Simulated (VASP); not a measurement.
# PbSe (F-43m) in VASP: G0W0 quasiparticle levels with PBE

Aim: the G0W0 quasiparticle levels of PbSe with PBE.

Program: VASP 6.6.1. These are calculated values, not measurements. Logs are shortened: lines on timing, memory, paths and dates and some standing lists are left out, and cuts for length are marked.

## (1) The cell of the first run

Symmetry: F-43m, No. 216, cubic system. The conventional cell has a = 6.846 Å, b = 6.846 Å, c = 6.846 Å, α = 90.00°, β = 90.00°, γ = 90.00°. Within 3.9 Å of Pb (site symmetry -43m) lie 4 Se at 2.96 Å. Se (site symmetry -43m) has 4 Pb at 2.96 Å within 3.9 Å.

## (2) G0W0 quasiparticle levels, PBE

Contents of POSCAR:

```
PbSe
1.0
    0.0000000000      3.4232041364      3.4232041364
    3.4232041364      0.0000000000      3.4232041364
    3.4232041364      3.4232041364      0.0000000000
Pb Se
1 1
Direct
    0.0000000000      0.0000000000      0.0000000000
    0.2500000000      0.2500000000      0.2500000000
```

Contents of INCAR.step1:

```
PREC = Accurate
ENCUT = 500
EDIFF = 1E-8
ISMEAR = 0
SIGMA = 0.01
LREAL = False
LASPH = True
NELM = 80
ALGO = Normal
LWAVE = True
LCHARG = False
GGA = PE
```

Contents of INCAR.step2:

```
PREC = Accurate
ENCUT = 500
EDIFF = 1E-8
ISMEAR = 0
SIGMA = 0.01
LREAL = False
LASPH = True
NELM = 1
ALGO = Exact
LWAVE = True
LCHARG = False
GGA = PE
NBANDS = 312
LOPTICS = True
ISTART = 1
```

Contents of INCAR.step3:

```
PREC = Accurate
ENCUT = 500
EDIFF = 1E-8
ISMEAR = 0
SIGMA = 0.01
LREAL = False
LASPH = True
ALGO = EVGW0
LWAVE = False
LCHARG = False
GGA = PE
NELMGW = 1
NBANDS = 312
ENCUTGW = 140.0
NOMEGA = 96
PRECFOCK = Fast
ISTART = 1
NBANDSGW = 19
OMEGAMAX = 20
```

Contents of KPOINTS:

```
regular mesh
0
Gamma
  4 4 4
```

Potentials or basis: VASP PAW PBE potentials, release 64 (Pb_d_GW, Se_GW).

Run with:

```bash
cat potpaw_PBE.64/Pb_d_GW/POTCAR potpaw_PBE.64/Se_GW/POTCAR > POTCAR
cp INCAR.step1 INCAR
mpirun -np 1 vasp_std > vasp.out
cp INCAR.step2 INCAR
mpirun -np 1 vasp_std > vasp.out
cp INCAR.step3 INCAR
mpirun -np 1 vasp_std > vasp.out
```

OUTCAR:

```text
PREC = Accurate
   ENCUT = 500
   EDIFF = 1E-8
   ISMEAR = 0
   LREAL = False
   LASPH = True
   GGA = PE
   NELMGW = 1
   ENCUTGW = 140.0
   PRECFOCK = Fast
   ISTART = 1

 ion  position               nearest neighbor table
   1  0.000  0.000  0.000-   2 2.96   2 2.96   2 2.96   2 2.96
   2  0.250  0.250  0.250-   1 2.96   1 2.96   1 2.96   1 2.96

  LATTYP: Found a face centered cubic cell.
 ALAT       =     6.8464082728

  Lattice vectors:

 A1 = (   0.0000000000,   3.4232041364,   3.4232041364)
 A2 = (   3.4232041364,   0.0000000000,   3.4232041364)
 A3 = (   3.4232041364,   3.4232041364,   0.0000000000)

Analysis of symmetry for initial positions (statically):
=====================================================================
 Subroutine PRICEL returns:
 Original cell was already a primitive cell.

 Routine SETGRP: Setting up the symmetry group for a
 face centered cubic supercell.

 Subroutine GETGRP returns: Found 24 space group operations
 (whereof 24 operations were pure point group operations)
 out of a pool of 48 trial point group operations.

The static configuration has the point symmetry T_d .

Analysis of symmetry for dynamics (positions and initial velocities):
=====================================================================
 Subroutine PRICEL returns:
 Original cell was already a primitive cell.

 Routine SETGRP: Setting up the symmetry group for a
 face centered cubic supercell.

 Subroutine GETGRP returns: Found 24 space group operations
 (whereof 24 operations were pure point group operations)
 out of a pool of 48 trial point group operations.

The dynamic configuration has the point symmetry T_d .

 Subroutine INISYM returns: Found 24 space group operations
 (whereof 24 operations are pure point group operations),
 and found     1 'primitive' translations

----------------------------------------------------------------------------------------

                                     Primitive cell

  volume of cell :      80.2284

  direct lattice vectors                    reciprocal lattice vectors
     0.000000000  3.423204136  3.423204136    -0.146061988  0.146061988  0.146061988
     3.423204136  0.000000000  3.423204136     0.146061988 -0.146061988  0.146061988
     3.423204136  3.423204136  0.000000000     0.146061988  0.146061988 -0.146061988

  length of vectors
     4.841141716  4.841141716  4.841141716     0.252986784  0.252986784  0.252986784

  position of ions in fractional coordinates (direct lattice)
     0.000000000  0.000000000  0.000000000
     0.250000000  0.250000000  0.250000000

  ion indices of the primitive-cell ions
   primitive index   ion index
                 1           1
                 2           2

----------------------------------------------------------------------------------------

 KPOINTS: regular mesh

Automatic generation of k-mesh.
 Grid dimensions read from file:
 generate k-points for:    4    4    4

 Generating k-lattice:

  Cartesian coordinates                     Fractional coordinates (reciprocal lattice)
    -0.036515497  0.036515497  0.036515497     0.250000000  0.000000000  0.000000000
     0.036515497 -0.036515497  0.036515497     0.000000000  0.250000000  0.000000000
     0.036515497  0.036515497 -0.036515497     0.000000000  0.000000000  0.250000000

  Length of vectors
     0.063246696  0.063246696  0.063246696

  Shift w.r.t. Gamma in fractional coordinates (k-lattice)
     0.000000000  0.000000000  0.000000000

 Subroutine IBZKPT returns following result:
 ===========================================

 Found      8 irreducible k-points:

 Following reciprocal coordinates:
            Coordinates               Weight
  0.000000  0.000000  0.000000      1.000000
  0.250000  0.000000  0.000000      8.000000
  0.500000  0.000000  0.000000      4.000000
  0.250000  0.250000  0.000000      6.000000
  0.500000  0.250000  0.000000     24.000000
 -0.250000  0.250000  0.000000     12.000000
  0.500000  0.500000  0.000000      3.000000
 -0.250000  0.500000  0.250000      6.000000
   k-points           NKPTS =      8   k-points in BZ     NKDIM =     64   number of bands    NBANDS=    312
   number of dos      NEDOS =    301   number of ions     NIONS =      2
   total plane-waves  NPLWV =  46656
   dimension x,y,z NGX =    36 NGY =   36 NGZ =   36
   dimension x,y,z NGXF=    72 NGYF=   72 NGZF=   72
   ions per type =               1   1
   NGX,Y,Z   is equivalent  to a cutoff of  12.36, 12.36, 12.36 a.u.
   NGXF,Y,Z  is equivalent  to a cutoff of  24.72, 24.72, 24.72 a.u.
 SYSTEM =  unknown system
   PREC   = accura    normal or accurate (medium, high low for compatibility)
   ISTART =      1    job   : 0-new  1-cont  2-samecut
   ICHARG =      0    charge: 1-file 2-atom 10-const
   ISPIN  =      1    spin polarized calculation?
   LNONCOLLINEAR =      F non collinear calculations
   LSORBIT =      F    spin-orbit coupling
   LASPH  =      T    aspherical Exc in radial PAW
   ENCUT  =  500.0 eV  36.75 Ry    6.06 a.u.   8.83  8.83  8.83*2*pi/ulx,y,z
   NELM   =     60;   NELMIN=  2; NELMDL=  0     # of ELM steps
   EDIFF  = 0.1E-07   stopping-criterion for ELM
   LREAL  =      F    real-space projection
   EDIFFG = 0.1E-06   stopping-criterion for IOM
   NSW    =      0    number of steps for IOM
   IBRION =     -1    ionic relax: 0-MD 1-quasi-New 2-CG
   NFREE  =      0    steps in history (QN), initial steepest desc. (CG)
   ISIF   =      0    stress and relaxation
   ISYM   =      3    0-nonsym 1-usesym 2-fastsym
   POTIM  = 0.5000    time-step for ionic-motion
   TEBEG  =    0.0;   TEEND  =   0.0 temperature during run
   PSTRESS=    0.0 pullay stress
   NELECT =      22.0000    total number of electrons
   NUPDOWN=      -1.0000    fix difference up-down
   EMIN   =  10.00;   EMAX   =-10.00  energy-range for DOS
   EFERMI =   0.00;   METHOD = LEGACY
   ISMEAR =     0;   SIGMA  =   0.01  broadening in eV -4-tet -1-fermi 0-gaus
   EFERMI_NEDOS =   21; number of points for ismear=-14 and -15
   IALGO  =     38    algorithm
   IMIX   =      4    mixing-type and parameters
     AMIX     =   0.40;   BMIX     =  1.00
     AMIX_MAG =   1.60;   BMIX_MAG =  1.00
  volume/ion in A,a.u.               =      40.11       270.70
  Fermi-wavevector in a.u.,A,eV,Ry     =   1.063587  2.009888 15.391139  1.131217
  Thomas-Fermi vector in A             =   2.199077
   LORBIT       =      0    0 simple, 1 ext, 2 COOP (PROOUT), +10 PAW based schemes
   GGA     = PE    functional components
   LHFCALC =     T    Hartree Fock is set to
   PRECFOCK=fast      Normal, Fast or Accurate (Low or Medium for compatibility)
   ENCUT4O =  -1.0   cutoff for four orbital integrals eV
   NKREDX  =     1    reduce k-point grid by
   NKREDY  =     1    reduce k-point grid by
   NKREDZ  =     1    reduce k-point grid by
   AEXX    =    1.0000 exact exchange contribution
   HFSCREEN=    0.0000 screening length (either q_TF or 0.3 A-1)
   HFSCREENC=   0.0000 screening length for correlation (either q_TF or 0.3 A-1)
   ENCUTFOCK=  -1.0 apply spherical cutoff to Coloumb kernel
   IVDW    =     0    specifies the selected vdW correction
   LEPSILON=     F    determine dielectric tensor
   LRPA    =     F    only Hartree local field effects (RPA)
   LRPAFORCE           =     F    calculate RPA forces
   ENCUTGW             = 140.0    cutoff for response function in eV
   ENCUTGWSOFT         = 112.0    soft cutoff for Coulomb kernel in GW response function in eV
   ENCUTLF             =  -1.0    cutoff for local field effects
   NELMGW              =     1    number of iterations in solving QP/BSE equation
   NELMHF              =     1    number of iterations in the inner HF iteration
   NKREDLFX            =     1    NKREDLFY  =   1   NKREDLFZ  =   1
 non-spin polarized calculation
 Gauss-broadening in eV      SIGMA  =   0.01
  energy-cutoff  :      500.00
  volume of cell :       80.23
 maximum number of plane-waves:      2085
  NGX = 20; NGY = 20; NGZ = 20
   NGX = 17   NGY = 17   NGZ = 17
 maximum number of plane-waves:       308

 QP shifts <psi_nk| G(iteration)W_0 |psi_nk>: iteration 1
 for sc-GW calculations column KS-energies equals QP-energies in previous step
 and V_xc(KS)=  KS-energies - (<T + V_ion + V_H > + <T+V_H+V_ion>^1  + <V_x>^1)

 k-point   1 :       0.0000    0.0000    0.0000
  band No.  KS-energies  QP-energies   sigma(KS)   V_xc(KS)     V^pw_x(r,r')   Z            occupation Imag(sigma)

      1    -138.4402    -160.3769     -28.1902       5.4455     -36.1601       0.6522       2.0000       0.5861
      2     -15.7486     -22.6166     -20.2805      -9.8727     -25.2817       0.6599       2.0000       0.2451
      3     -15.7486     -22.6166     -20.2805      -9.8727     -25.2817       0.6599       2.0000       0.2451
      4     -15.7486     -22.6166     -20.2805      -9.8727     -25.2817       0.6599       2.0000       0.2451
      5     -15.7176     -22.5882     -20.3022      -9.8539     -25.2586       0.6576       2.0000       0.2035
      6     -15.7176     -22.5882     -20.3022      -9.8539     -25.2586       0.6576       2.0000       0.2035
[... 11 lines left out ...]
     18      10.0389       9.6437      -6.4130      -5.8969      -1.8061       0.7657       0.0000      -0.4138
     19      10.0389       9.6437      -6.4130      -5.8969      -1.8061       0.7657       0.0000      -0.4138

 k-point   2 :       0.2500    0.0000    0.0000
  band No.  KS-energies  QP-energies   sigma(KS)   V_xc(KS)     V^pw_x(r,r')   Z            occupation Imag(sigma)

      1    -138.4399    -160.5836     -28.1903       5.4472     -36.1600       0.6583       2.0000       0.5859
      2     -15.7619     -22.5624     -20.2110      -9.8872     -25.2546       0.6587       2.0000       0.2536
      3     -15.7442     -22.6228     -20.2865      -9.8731     -25.2849       0.6606       2.0000       0.2415
      4     -15.7442     -22.6228     -20.2865      -9.8731     -25.2849       0.6606       2.0000       0.2415
      5     -15.7169     -22.6124     -20.3030      -9.8544     -25.2614       0.6599       2.0000       0.2056
      6     -15.7169     -22.6124     -20.3030      -9.8544     -25.2614       0.6599       2.0000       0.2056
[... 11 lines left out ...]
     18       9.5296       9.0592      -6.6024      -5.9824      -2.0417       0.7588       0.0000      -0.3668
     19      12.6796      12.4199      -7.3890      -7.0413      -2.3306       0.7471       0.0000      -0.5789

 k-point   3 :       0.5000    0.0000    0.0000
  band No.  KS-energies  QP-energies   sigma(KS)   V_xc(KS)     V^pw_x(r,r')   Z            occupation Imag(sigma)

      1    -138.4399    -160.5547     -28.1903       5.4471     -36.1600       0.6574       2.0000       0.5857
      2     -15.7751     -22.5065     -20.1436      -9.9007     -25.2285       0.6572       2.0000       0.2617
      3     -15.7409     -22.6176     -20.2891      -9.8718     -25.2842       0.6601       2.0000       0.2377
      4     -15.7409     -22.6176     -20.2891      -9.8718     -25.2842       0.6601       2.0000       0.2377
      5     -15.7150     -22.6433     -20.3072      -9.8566     -25.2684       0.6630       2.0000       0.2079
      6     -15.7150     -22.6433     -20.3072      -9.8566     -25.2684       0.6630       2.0000       0.2079
[... 11 lines left out ...]
     18       9.3780       9.0945      -7.9868      -7.6063      -3.2289       0.7454       0.0000      -0.3578
     19      11.0707      10.7938      -8.3087      -7.9477      -3.3085       0.7668       0.0000      -0.5154

 k-point   4 :       0.2500    0.2500    0.0000
  band No.  KS-energies  QP-energies   sigma(KS)   V_xc(KS)     V^pw_x(r,r')   Z            occupation Imag(sigma)
[... 64 lines left out ...]
     18      10.4280      10.1506      -7.4123      -7.0519      -2.6718       0.7697       0.0000      -0.4217
     19      11.4557      11.1935      -7.4562      -7.1154      -2.5526       0.7695       0.0000      -0.4672

 k-point   7 :       0.5000    0.5000    0.0000
  band No.  KS-energies  QP-energies   sigma(KS)   V_xc(KS)     V^pw_x(r,r')   Z            occupation Imag(sigma)

      1    -138.4399    -160.3872     -28.1903       5.4469     -36.1599       0.6525       2.0000       0.5857
      2     -15.7936     -22.4568     -20.0912      -9.9064     -25.2057       0.6542       2.0000       0.2737
      3     -15.7293     -22.6822     -20.3103      -9.8767     -25.3014       0.6664       2.0000       0.2321
      4     -15.7293     -22.6822     -20.3103      -9.8767     -25.3014       0.6664       2.0000       0.2321
      5     -15.7239     -22.5702     -20.2866      -9.8507     -25.2502       0.6560       2.0000       0.2111
      6     -15.7114     -22.6824     -20.3107      -9.8559     -25.2696       0.6668       2.0000       0.2081
[... 11 lines left out ...]
     18      10.9096      10.7040      -8.2438      -7.9716      -3.3784       0.7552       0.0000      -0.4024
     19      10.9096      10.7040      -8.2438      -7.9716      -3.3784       0.7552       0.0000      -0.4024

 k-point   8 :      -0.2500    0.5000    0.2500
  band No.  KS-energies  QP-energies   sigma(KS)   V_xc(KS)     V^pw_x(r,r')   Z            occupation Imag(sigma)

      1    -138.4399    -160.6370     -28.1903       5.4470     -36.1599       0.6599       2.0000       0.5857
      2     -15.7861     -22.4580     -20.1049      -9.9109     -25.2175       0.6545       2.0000       0.2730
      3     -15.7375     -22.6398     -20.2921      -9.8722     -25.2876       0.6624       2.0000       0.2327
      4     -15.7300     -22.6708     -20.3083      -9.8753     -25.2983       0.6653       2.0000       0.2334
      5     -15.7200     -22.5808     -20.2953      -9.8534     -25.2583       0.6570       2.0000       0.2081
      6     -15.7144     -22.6449     -20.3052      -9.8547     -25.2649       0.6632       2.0000       0.2082
[... 11 lines left out ...]
     18      10.3268      10.2427      -8.2387      -8.1266      -3.4044       0.7489       0.0000      -0.3542
     19      12.8968      12.8062      -7.8696      -7.7466      -2.7513       0.7365       0.0000      -0.5599
```

Wall time 16 min (1 thread of Intel Xeon Platinum 8488C (Sapphire Rapids), shared host); peak memory 1.2 GiB.

Results:

* Quasiparticle gap: 0.96 eV
* Least direct quasiparticle gap: 1.58 eV
* Band gap of the starting levels on the mesh: 0.62 eV
* Least direct gap of the starting levels on the mesh: 1.15 eV

Caveat: the k points lie up to 0.40 Å⁻¹ apart; bands, screening cutoff and mesh are small and nothing is extrapolated, so the quasiparticle values aren't converged; the structure was generated, so it needn't be the stable form of PbSe; spin-orbit coupling is left out, which moves the levels of the heavy elements.
